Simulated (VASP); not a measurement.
Input of a VASP 6.6.1 run:

File INCAR:

```
ALGO = Normal
EDIFF = 1E-6
ENCUT = 520
GGA = PE
GGA_COMPAT = F
ISIF = 2
ISMEAR = 0
LASPH = T
LCHARG = F
LREAL = F
LWAVE = F
NBANDS = 88
NELECT = 136.0
NELM = 120
PREC = Accurate
SIGMA = 0.01
```

File KPOINTS:

```
Automatic mesh
0
Gamma
  2 2 2
  0.5 0.5 0.5
```

Contents of POSCAR:

```
Si9O17
1.0
    5.0184321386      0.0000000000     -5.5095000335
   -2.5092160693     -4.3460897192     -5.5095000335
   -2.5092160693      4.3460897192     -5.5095000335
Si O
9 17
Direct
    0.0512097506      0.0598921292      0.5502282865
    0.7282657783      0.7073179717      0.2025852856
    0.4547112266      0.5707679096      0.7931805550
    0.5036834994      0.9745586704      0.4930173770
    0.1429748395      0.6903360736      0.1872078761
    0.8567631527      0.3094623529      0.8547632884
    0.4296877977      0.8250908411      0.9782756154
    0.0980116629      0.6210456224      0.6257583628
    0.7546310716      0.2688621193      0.3011965367
   -0.0043806039      0.8499575227      0.6096219482
    0.6645508308      0.5035693736      0.2778084696
    0.4795655446      0.8202701937      0.7387763453
    0.1460991650      0.5782351318      0.4087552592
    0.7984713003      0.2220490002      0.0895097281
    0.6542981989      0.4120805484      0.7737513134
    0.2876879528      0.0331420958      0.4648764584
    0.9632046895      0.6896836837      0.1145231838
    0.5927020570      0.1534609646      0.4652838290
    0.2123709784      0.9020192128      0.1071502213
    0.9666113288      0.4850229129      0.7941412533
    0.9858007758      0.1364435079      0.7481044062
    0.6545071576      0.8120056204      0.3822642433
    0.3684117702      0.5931030939      0.0305280766
    0.9506780079      0.2090672320      0.3781246967
    0.6157056837      0.8411452805      0.0255957301
    0.3081152009      0.5668311357      0.6841557935
```

Potentials or basis: VASP PAW PBE potentials, release 64 (Si, O).

The run is started by

```console
$ cat potpaw_PBE.64/Si/POTCAR potpaw_PBE.64/O/POTCAR > POTCAR
$ mpirun -np 1 vasp_std > vasp.out
```

**Question.** What does it give for the largest force?

**Answer.** 0.083 eV/Å.

Forces on the atoms (eV/Å):
```
Si   0.004 -0.015 -0.010
Si   0.015 -0.025 -0.004
Si   0.005  0.010  0.031
Si   0.003  0.030 -0.014
Si   0.021  0.032  0.038
Si   0.000  0.023  0.004
Si   0.043 -0.048 -0.017
Si   0.040  0.029  0.007
Si  -0.023  0.005  0.007
O   -0.004 -0.013 -0.006
O    0.003  0.000  0.015
O   -0.002 -0.023  0.007
O   -0.018  0.021 -0.025
O   -0.010  0.000 -0.003
O    0.038  0.017 -0.023
O   -0.023  0.013  0.012
O   -0.012 -0.003  0.010
O    0.009 -0.015 -0.019
O   -0.076 -0.028 -0.019
O   -0.001  0.007  0.014
O    0.011 -0.009  0.010
O    0.001 -0.004  0.004
O   -0.010  0.000  0.000
O   -0.006  0.007 -0.002
O    0.025  0.010 -0.042
O   -0.033 -0.021  0.026
```

Caveat: the cell carries a net charge on a neutralising background, which shifts energy and pressure; the cell differs from its parent crystal (atoms taken out, then relaxed in part).
